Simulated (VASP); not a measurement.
A run of VASP 6.6.1 is set up as follows.

The input INCAR:

```
PREC = Accurate
ENCUT = 600
EDIFF = 1E-7
ISMEAR = 0
SIGMA = 0.1
LREAL = False
LASPH = True
NELM = 80
ALGO = Normal
ISIF = 3
LWAVE = False
LCHARG = False
GGA = PE
IBRION = 2
NSW = 100
EDIFFG = -0.01
```

The input KPOINTS:

```
Automatic mesh
0
Gamma
  20 20 20
```

Contents of POSCAR:

```
HfB
1.0
    0.0000000000      2.4176282564      2.4176282564
    2.4176282564      0.0000000000      2.4176282564
    2.4176282564      2.4176282564      0.0000000000
Hf B
1 1
Direct
    0.5000000000      0.5000000000      0.5000000000
    0.0000000000      0.0000000000      0.0000000000
```

Potentials or basis: VASP PAW PBE potentials, release 64 (Hf_pv, B).

Run with:

```bash
$ cat potpaw_PBE.64/Hf_pv/POTCAR potpaw_PBE.64/B/POTCAR > POTCAR
$ mpirun -np 1 vasp_std > vasp.out
```

Problem. Estimate the band gap on the k mesh.

Solution. Zero (an odd number of electrons rules out a gap without spin polarisation).

Final structure:
```
Hf B
1.0
     0.00000    2.41763    2.41763
     2.41763    0.00000    2.41763
     2.41763    2.41763    0.00000
Hf B
1 1
Direct
  0.50000 0.50000 0.50000
  0.00000 0.00000 0.00000
```

Caveat: the relaxation stopped at its first step, so nothing moved; spin-orbit coupling is left out, which moves the levels of the heavy elements; an odd number of electrons without spin polarisation forces a metal; a magnetic or distorted state may lie lower.
